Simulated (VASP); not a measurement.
**C: single point with PBE**

Crystal: C.

```
C
1.0
     0.00000    1.78337    1.78337
     1.78337    0.00000    1.78337
     1.78337    1.78337    0.00000
C
2
Direct
  0.75000 0.75000 0.75000
  0.50000 0.50000 0.50000
```

* Program: VASP 6.6.1
* Task: single point
* Functional: PBE
* Potentials or basis: VASP PAW PBE potentials, release 64 (C)
* Cutoff: 600 eV
* k mesh: 8 × 8 × 8
* Occupations: gaussian, width 0.1 eV
* Spin: no spin polarisation

| Property | Result |
| --- | --- |
| Pressure | 1.8 GPa |
| Band gap on the k mesh | 4.13 eV, indirect (least direct gap 5.59 eV) |

Levels at points of the mesh, in eV from the valence-band top:
```tsv
k point	band 1	band 2	band 3	band 4	band 5	band 6	band 7	band 8	band 9
(0.00, 0.00, 0.00)	-21.48	0.00	0.00	0.00	5.59	5.59	5.59	13.33	19.29
(0.50, 0.00, 0.00)	-15.70	-13.37	-2.80	-2.80	8.46	8.46	8.85	15.70	21.89
(0.50, 0.50, 0.00)	-12.76	-12.76	-6.30	-6.30	4.76	4.76	16.80	16.80	23.23
```

Run time: 3.4 s on 1 thread of Intel Xeon 6975P-C (shared host), peak memory 0.12 GiB.

A k mesh can miss the band edges. Expect the measured gap to be larger: semilocal functionals such as PBE lack the derivative discontinuity.
